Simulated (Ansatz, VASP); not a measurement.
## Mo in VASP and in Ansatz

Contents of INCAR:

```
SYSTEM = Mo
PREC     = Accurate       ! precision mode
ENCUT    = 520            ! plane-wave cutoff, eV
EDIFF    = 1E-8           ! SCF threshold, eV
ISMEAR   = -1             ! smearing method
SIGMA    = 0.05           ! smearing width, eV
LREAL    = .False.        ! projectors in reciprocal space
LASPH    = .True.         ! aspherical terms in the spheres
NELM     = 80             ! most SCF steps
ALGO     = Normal         ! electronic algorithm
ISIF     = 2              ! what is computed and relaxed
LWAVE    = .False.        ! write WAVECAR
LCHARG   = .False.        ! write CHGCAR
GGA      = PE             ! functional
LEFG     = .True.       
NBANDS   = 21             ! bands
```

File KPOINTS:

```
regular mesh
0
Gamma
  11 11 11
  0 0 0
```

Contents of POSCAR:

```
Mo
1.0
    0.0000000000      2.8440351594      2.8440351594
    2.8440351594      0.0000000000      2.8440351594
    2.8440351594      2.8440351594      0.0000000000
Mo
2
Direct
    0.0000000000      0.0000000000      0.0000000000
    0.2500000000      0.2500000000      0.2500000000
```

Input for Ansatz:

```yaml
crystal:
  lattice:
    - [0.0, 2.8440351594, 2.8440351594]
    - [2.8440351594, 0.0, 2.8440351594]
    - [2.8440351594, 2.8440351594, 0.0]
  atoms:
    - { symbol: Mo, position: [0.0, 0.0, 0.0] }
    - { symbol: Mo, position: [0.25, 0.25, 0.25] }
kpoints:
  mp_grid: { grid: [11, 11, 11] }
  band_path:
    path:
      - [0.0, 0.0, 0.0]
      - [0.5, 0.0, 0.5]
      - [0.625, 0.25, 0.625]
      - [0.375, 0.375, 0.75]
      - [0.0, 0.0, 0.0]
      - [0.5, 0.5, 0.5]
      - [0.5, 0.25, 0.75]
      - [0.5, 0.0, 0.5]
    npoints: 8
scf:
  occupations: { method: fermi_dirac, width: 0.05 }
hamiltonian:
  xc: pbe
  pseudopotentials: { kind: paw }
output:
  forces: true
  stress: true
  eigenvalues: true
  efg: { contact_densities: true }
  populations: true
  bader: true
  dos: { projected: true, de: 0.2, e_range: [-14, 8] }
```

Alike in both runs: task electric field gradients; functional PBE; k mesh 11 × 11 × 11; occupations fermi-dirac, width 0.05 eV; no spin polarisation.

|  | VASP | Ansatz |
| --- | --- | --- |
| version | VASP 6.6.1 | Ansatz 0.2.0 |
| potentials or method | VASP PAW PBE potentials, release 64 (Mo_sv) | PAW with Ansatz's default frozen-core files, scalar-relativistic |
| plane-wave cutoff (eV) | 520 | 420 |
| valence electrons in the cell | 28 | 28 |

|  | VASP | Ansatz | Ansatz less VASP |
| --- | --- | --- | --- |
| pressure (GPa) | 0.4 | 0.0 | -0.40 |

With one functional, cell and mesh, what is left measures potentials, basis and numerics.
